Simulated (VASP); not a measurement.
# AlSi16 (a cell with a defect) in VASP: notebook

The runs below take AlSi16 (a cell with a defect) through single point, with PBE+D3(BJ).

All numbers are computed with VASP 6.6.1; they aren't measurements. Logs are shortened: lines on timing, memory, paths and dates and some standing lists are left out, and cuts for length are marked.

## Step 1: The cell of the first run

The cell holds a defect, 17 atoms: a = 7.679 Å, b = 7.679 Å, c = 7.679 Å, α = 60.00°, β = 60.00°, γ = 60.00°.

## Step 2: Single point, PBE+D3(BJ), collinear spin, zero start

Contents of INCAR:

```
SYSTEM = AlSi16
PREC = Accurate
ENCUT = 520
EDIFF = 1E-6
ISMEAR = -1
SIGMA = 0.02
LREAL = Auto
LASPH = .True.
NELM = 150
ALGO = Normal
ISIF = 2
LWAVE = .False.
LCHARG = .False.
ISPIN = 2
MAGMOM = 0 0 0 0 0 0 0 0 0 0 0 0 0 0 0 0 0
LORBIT = 11
GGA = PE
IVDW = 12
NBANDS = 52
```

Contents of KPOINTS:

```
regular mesh
0
Gamma
  2 2 2
  0 0 0
```

Contents of POSCAR:

```
AlSi16
1.0
    0.0000000000      5.4300000000      5.4300000000
    5.4300000000      0.0000000000      5.4300000000
    5.4300000000      5.4300000000      0.0000000000
Si Al
16 1
Direct
   -0.0176611418      0.0028729282     -0.0032596685
    0.1151289134      0.0973756906      0.1735819521
   -0.0069889503     -0.0227532228      0.5798802947
    0.1518324125      0.1522007366      0.6342265193
   -0.0061786372      0.4631215470      0.0031952118
    0.1094843462      0.6372559853      0.0904788214
    0.0158839779      0.5266942910      0.4786464088
    0.1243462247      0.6211786372      0.6565377532
    0.4968232044     -0.0380018416     -0.0061602210
    0.6114825046      0.1512246777      0.0968416206
    0.5206445672      0.0484714549      0.4615285451
    0.6324585635      0.1104511971      0.6414825046
    0.4997329650      0.5301381215     -0.0410773481
    0.6161049724      0.5609852670      0.1349263352
    0.5074493554      0.4752762431      0.5424401473
    0.6313351750      0.6796224678      0.5881307551
    0.7490515654      0.7403406998      0.2227532228
```

Potentials or basis: VASP PAW PBE potentials, release 64 (Si, Al).

The run is started by

```
> cat potpaw_PBE.64/Si/POTCAR potpaw_PBE.64/Al/POTCAR > POTCAR
> mpirun -np 1 vasp_std > vasp.out
```

OUTCAR:

```text
SYSTEM = AlSi16
   PREC = Accurate
   ENCUT = 520
   EDIFF = 1E-6
   ISMEAR = -1
   LREAL = Auto
   LASPH = .True.
   NELM = 150
   ISIF = 2
   ISPIN = 2
   LORBIT = 11
   GGA = PE
   IVDW = 12
 IVDW          = 12

 ion  position               nearest neighbor table
   1  0.982  0.003  0.997-   6 2.30   4 2.33  10 2.33   2 2.55  17 2.70
   2  0.115  0.097  0.174-   5 2.32   9 2.43   1 2.55   3 2.55
   3  0.993  0.977  0.580-   8 2.25  12 2.30   4 2.48   2 2.55
   4  0.152  0.152  0.634-   1 2.33  11 2.34   7 2.37   3 2.48
   5  0.994  0.463  0.003-   8 2.21   2 2.32  14 2.38   6 2.39  17 2.71
   6  0.109  0.637  0.090-  17 2.26   1 2.30   5 2.39  13 2.45   7 2.46
   7  0.016  0.527  0.479-   4 2.37   8 2.41  16 2.42   6 2.46  17 2.86
   8  0.124  0.621  0.657-   5 2.21   3 2.25  15 2.41   7 2.41
   9  0.497  0.962  0.994-  12 2.23   2 2.43  14 2.52  10 2.58  17 2.62
  10  0.611  0.151  0.097-  11 2.31   1 2.33  13 2.38   9 2.58  17 2.58
  11  0.521  0.048  0.462-  12 2.26  10 2.31  16 2.31   4 2.34  17 3.00
  12  0.632  0.110  0.641-   9 2.23  11 2.26  15 2.29   3 2.30
  13  0.500  0.530  0.959-  14 2.10  16 2.34  10 2.38   6 2.45
  14  0.616  0.561  0.135-  13 2.10   5 2.38   9 2.52  17 2.53  15 2.61
  15  0.507  0.475  0.542-  12 2.29   8 2.41  16 2.42  14 2.61  17 2.80
  16  0.631  0.680  0.588-  11 2.31  13 2.34  17 2.34   7 2.42  15 2.42
  17  0.749  0.740  0.223-   6 2.26  16 2.34  14 2.53  10 2.58   9 2.62   1 2.70   5 2.71  15 2.80
                             7 2.86  11 3.00

  LATTYP: Found a face centered cubic cell.
 ALAT       =    10.8600000000

  Lattice vectors:

 A1 = (   0.0000000000,   5.4300000000,   5.4300000000)
 A2 = (   5.4300000000,   0.0000000000,   5.4300000000)
 A3 = (   5.4300000000,   5.4300000000,   0.0000000000)

Analysis of symmetry for initial positions (statically):
=====================================================================
 Subroutine PRICEL returns:
 Original cell was already a primitive cell.

 Routine SETGRP: Setting up the symmetry group for a
 face centered cubic supercell.

 Subroutine GETGRP returns: Found  1 space group operations
 (whereof  1 operations were pure point group operations)
 out of a pool of 48 trial point group operations.

The static configuration has the point symmetry C_1 .

Analysis of symmetry for dynamics (positions and initial velocities):
=====================================================================
 Subroutine PRICEL returns:
 Original cell was already a primitive cell.

 Routine SETGRP: Setting up the symmetry group for a
 face centered cubic supercell.

 Subroutine GETGRP returns: Found  1 space group operations
 (whereof  1 operations were pure point group operations)
 out of a pool of 48 trial point group operations.

The dynamic configuration has the point symmetry C_1 .

Analysis of structural, dynamic, and magnetic symmetry:
=====================================================================
 Subroutine PRICEL returns:
 Original cell was already a primitive cell.

 Routine SETGRP: Setting up the symmetry group for a
 face centered cubic supercell.

 Subroutine GETGRP returns: Found  1 space group operations
 (whereof  1 operations were pure point group operations)
 out of a pool of 48 trial point group operations.

The overall configuration has the point symmetry C_1 .

 Subroutine INISYM returns: Found  1 space group operations
 (whereof  1 operations are pure point group operations),
 and found     1 'primitive' translations

----------------------------------------------------------------------------------------

                                     Primitive cell

  volume of cell :     320.2060

  direct lattice vectors                    reciprocal lattice vectors
     0.000000000  5.430000000  5.430000000    -0.092081031  0.092081031  0.092081031
     5.430000000  0.000000000  5.430000000     0.092081031 -0.092081031  0.092081031
     5.430000000  5.430000000  0.000000000     0.092081031  0.092081031 -0.092081031

  length of vectors
     7.679179644  7.679179644  7.679179644     0.159489025  0.159489025  0.159489025

  position of ions in fractional coordinates (direct lattice)
     0.982338858  0.002872928  0.996740331
     0.115128913  0.097375691  0.173581952
     0.993011050  0.977246777  0.579880295
     0.151832412  0.152200737  0.634226519
[... 76 lines left out ...]
   NGX,Y,Z   is equivalent  to a cutoff of  12.99, 12.99, 12.99 a.u.
   NGXF,Y,Z  is equivalent  to a cutoff of  25.98, 25.98, 25.98 a.u.
 SYSTEM =  AlSi16
   PREC   = accura    normal or accurate (medium, high low for compatibility)
   ISTART =      0    job   : 0-new  1-cont  2-samecut
   ICHARG =      2    charge: 1-file 2-atom 10-const
   ISPIN  =      2    spin polarized calculation?
   LNONCOLLINEAR =      F non collinear calculations
   LSORBIT =      F    spin-orbit coupling
   LASPH  =      T    aspherical Exc in radial PAW
   ENCUT  =  520.0 eV  38.22 Ry    6.18 a.u.  14.28 14.28 14.28*2*pi/ulx,y,z
   NELM   =    150;   NELMIN=  2; NELMDL= -5     # of ELM steps
   EDIFF  = 0.1E-05   stopping-criterion for ELM
   LREAL  =      T    real-space projection
   EDIFFG = 0.1E-04   stopping-criterion for IOM
   NSW    =      0    number of steps for IOM
   IBRION =     -1    ionic relax: 0-MD 1-quasi-New 2-CG
   NFREE  =      0    steps in history (QN), initial steepest desc. (CG)
   ISIF   =      2    stress and relaxation
   ISYM   =      2    0-nonsym 1-usesym 2-fastsym
   POTIM  = 0.5000    time-step for ionic-motion
   TEBEG  =    0.0;   TEEND  =   0.0 temperature during run
   PSTRESS=    0.0 pullay stress
   NELECT =      67.0000    total number of electrons
   NUPDOWN=      -1.0000    fix difference up-down
   EMIN   =  10.00;   EMAX   =-10.00  energy-range for DOS
   EFERMI =   0.00;   METHOD = LEGACY
   ISMEAR =    -1;   SIGMA  =   0.02  broadening in eV -4-tet -1-fermi 0-gaus
   EFERMI_NEDOS =   21; number of points for ismear=-14 and -15
   IALGO  =     38    algorithm
   IMIX   =      4    mixing-type and parameters
     AMIX     =   0.40;   BMIX     =  1.00
     AMIX_MAG =   1.60;   BMIX_MAG =  1.00
  volume/ion in A,a.u.               =      18.84       127.11
  Fermi-wavevector in a.u.,A,eV,Ry     =   0.971904  1.836632 12.852022  0.944597
  Thomas-Fermi vector in A             =   2.102159
   LORBIT       =     11    0 simple, 1 ext, 2 COOP (PROOUT), +10 PAW based schemes
   GGA     = PE    functional components
   LHFCALC =     F    Hartree Fock is set to
   AEXX    =    0.0000 exact exchange contribution
   IVDW    =    12    specifies the selected vdW correction
   LEPSILON=     F    determine dielectric tensor
   LRPA    =     F    only Hartree local field effects (RPA)
 spin polarized calculation
  energy-cutoff  :      520.00
  volume of cell :      320.21
 maximum number of plane-waves:      8646
 NGX is ok and might be reduce to    60
   NGX = 29   NGY = 29   NGZ = 29

 number of electron      67.0000000 magnetization      -0.0000098

 number of electron      67.0000000 magnetization       0.0000038

 Free energy of the ion-electron system (eV)
  ---------------------------------------------------
  ext. energy  EPLUGINS =         0.00000000
  ---------------------------------------------------
  free energy    TOTEN  =       -84.45688705 eV

  energy without entropy =      -84.44770153  energy(sigma->0) =      -84.45229429

 E-fermi :   6.8115     XC(G=0):  -9.6889

 val. band max:        6.7949808566   @ k =   0.0000   0.5000   0.5000
 cond. band min:       6.8228086240   @ k =   0.0000   0.0000   0.0000
 fundamental gap:      0.0278277674
 Fermi energy:         6.8114891999

 spin component 1

 k-point     1 :       0.0000    0.0000    0.0000
  band No.  band energies     occupation
      1      -6.0091      1.00000
      2      -3.8160      1.00000
      3      -3.5945      1.00000
      4      -3.4589      1.00000
      5      -3.2861      1.00000
      6      -2.3852      1.00000
[... 373 lines left out ...]
     44      10.1651      0.00000
     45      10.2573      0.00000
 Fermi energy:         6.8114891999

 spin component 2

 k-point     1 :       0.0000    0.0000    0.0000
  band No.  band energies     occupation
      1      -6.0091      1.00000
      2      -3.8160      1.00000
      3      -3.5945      1.00000
      4      -3.4589      1.00000
      5      -3.2861      1.00000
      6      -2.3852      1.00000
[... 373 lines left out ...]
     44      10.1651      0.00000
     45      10.2573      0.00000
 [bands above 45 left out]

------------------------ aborting loop because EDIFF is reached ----------------------------------------

 Edisp (eV)   -5.62326

 E8    (eV) :    -2.3366

  FORCE on cell =-STRESS in cart. coord.  units (eV):
  Direction    XX          YY          ZZ          XY          YZ          ZX
  --------------------------------------------------------------------------------------
  -------------------------------------------------------------------------------------
  Total       6.13764     6.57075     4.28857     0.70086    -0.22285    -0.42802
  in kB      30.71021    32.87727    21.45821     3.50682    -1.11504    -2.14163
  external pressure =       28.35 kB  Pullay stress =        0.00 kB

 VOLUME and BASIS-vectors are now :
 -----------------------------------------------------------------------------
  energy-cutoff  :      520.00
  volume of cell :      320.21
      direct lattice vectors                 reciprocal lattice vectors
     0.000000000  5.430000000  5.430000000    -0.092081031  0.092081031  0.092081031
     5.430000000  0.000000000  5.430000000     0.092081031 -0.092081031  0.092081031
     5.430000000  5.430000000  0.000000000     0.092081031  0.092081031 -0.092081031

 POSITION                                       TOTAL-FORCE (eV/Angst)
 -----------------------------------------------------------------------------------
      5.42790     10.74640      5.34970         1.085033      0.779427      1.161805
      1.47130      1.56770      1.15390        -0.864219      0.201637     -0.886907
      8.45520      8.54080     10.69850        -0.131252     -0.642832      2.096413
      4.27030      4.26830      1.65090        -0.240688     -0.980862     -0.741411
      2.53210      5.41380      7.91120         0.787492      0.647607     -0.758592
      3.95160      1.08580      4.05480        -1.185194      2.360186      1.237316
[... 9 lines left out ...]
      6.88390      6.62170      7.11850         0.042605      1.361069     -0.918647
      5.22960      5.27690      8.08740         0.264110     -1.717700     -0.883929
 -----------------------------------------------------------------------------------
    total drift:                                0.005494     -0.004146     -0.002463

  FREE ENERGIE OF THE ION-ELECTRON SYSTEM (eV)
  ---------------------------------------------------
  free  energy   TOTEN  =       -90.0801433192 eV

  energy  without entropy=      -90.0709577993  energy(sigma->0) =      -90.07555056

 total charge

# of ion       s       p       d       tot
------------------------------------------
    1        0.751   0.915   0.000   1.666
    2        0.761   0.862   0.000   1.623
    3        0.756   0.918   0.000   1.674
    4        0.754   0.914   0.000   1.668
    5        0.750   0.959   0.000   1.709
    6        0.759   0.949   0.000   1.708
[... 9 lines left out ...]
   16        0.760   0.958   0.000   1.718
   17        0.494   0.360   0.000   0.854
--------------------------------------------------
tot         12.632  15.200   0.000  27.833

 magnetization (x)

# of ion       s       p       d       tot
------------------------------------------
    1        0.000   0.000   0.000   0.000
    2       -0.000  -0.000   0.000  -0.000
    3       -0.000  -0.000   0.000  -0.000
    4       -0.000   0.000   0.000  -0.000
    5        0.000   0.000   0.000   0.000
    6       -0.000  -0.000   0.000  -0.000
[... 9 lines left out ...]
   16       -0.000  -0.000   0.000  -0.000
   17        0.000   0.000   0.000   0.000
--------------------------------------------------
tot          0.000   0.000   0.000   0.000
```

It took 4.5 min on 1 thread of Intel Xeon 6975P-C (Granite Rapids), shared host; peak memory 0.7 GiB.

What came out:

```yaml
Free_energy: -90.0801 eV
Pressure: 2.8 GPa
Largest_force: 3.310 eV/Å
Net_moment: 0.00 μB per cell
Valence_electrons_inside_the_program's_atomic_spheres: Si 1.67, 1.62, 1.71, 1.64, 1.66, 1.68, 1.74, 1.73, 1.72 (each value once); Al 0.85
Dispersion_energy_per_atom: -0.331 eV
```

Forces on the atoms (eV/Å):
```
Si   1.085  0.779  1.162
Si  -0.864  0.202 -0.887
Si  -0.131 -0.643  2.096
Si  -0.241 -0.981 -0.741
Si   0.787  0.648 -0.759
Si  -1.185  2.360  1.237
Si   0.046 -0.050  0.085
Si  -1.938 -0.470  0.441
Si   1.511  1.053 -0.911
Si  -0.415 -0.970  0.096
Si   0.065 -0.444 -0.505
Si  -0.235  0.114  0.627
Si  -1.339 -2.150 -1.800
Si   2.318  2.123  1.039
Si   0.229 -1.214  0.622
Si   0.043  1.361 -0.919
Al   0.264 -1.718 -0.884
```

Stress tensor (GPa, compression positive):
```
 3.07  0.35 -0.21
 0.35  3.29 -0.11
-0.21 -0.11  2.15
```

Levels at points of the mesh, in eV from the Fermi level:
Spin up:
| k point | band 31 | band 32 | band 33 | band 34 | band 35 | band 36 |
| --- | --- | --- | --- | --- | --- | --- |
| (0.00, 0.00, 0.00) | -0.99 | -0.63 | -0.61 | -0.16 | -0.09 | 0.01 |
| (0.50, 0.00, 0.00) | -1.45 | -0.86 | -0.42 | -0.05 | 0.09 | 0.52 |
| (0.00, 0.50, 0.00) | -1.23 | -0.88 | -0.59 | 0.10 | 0.53 | 0.70 |
| (0.00, 0.00, 0.50) | -1.30 | -0.96 | -0.42 | -0.15 | 0.12 | 0.80 |
| (0.50, 0.50, 0.50) | -1.26 | -1.04 | -0.64 | 0.26 | 0.46 | 0.70 |
| (0.50, 0.50, 0.00) | -1.69 | -1.26 | -0.21 | 0.17 | 0.97 | 1.10 |
| (0.00, 0.50, 0.50) | -1.91 | -1.23 | -0.02 | 0.35 | 0.89 | 1.23 |
| (0.50, 0.00, 0.50) | -1.80 | -1.42 | -0.36 | 0.22 | 0.87 | 1.15 |
Spin down:
```
           k point  band 30  band 31  band 32  band 33  band 34  band 35  band 36  band 37
(0.00, 0.00, 0.00)    -1.21    -0.99    -0.63    -0.61    -0.16    -0.09     0.01     0.08
(0.50, 0.00, 0.00)    -1.67    -1.45    -0.86    -0.42    -0.05     0.09     0.52     0.87
(0.00, 0.50, 0.00)    -1.44    -1.23    -0.88    -0.59     0.10     0.53     0.70     0.88
(0.00, 0.00, 0.50)    -1.41    -1.30    -0.96    -0.42    -0.15     0.12     0.80     0.87
(0.50, 0.50, 0.50)    -1.45    -1.26    -1.04    -0.64     0.26     0.46     0.70     0.84
(0.50, 0.50, 0.00)    -2.04    -1.69    -1.26    -0.21     0.17     0.97     1.10     1.26
(0.00, 0.50, 0.50)    -1.91    -1.91    -1.23    -0.02     0.35     0.89     1.23     1.28
(0.50, 0.00, 0.50)    -1.82    -1.80    -1.42    -0.36     0.22     0.87     1.15     1.38
```

Caveat: the k points lie up to 0.50 Å⁻¹ apart; no moment was typed at the start, so none could form.

(Continued in part 2 of 2.)
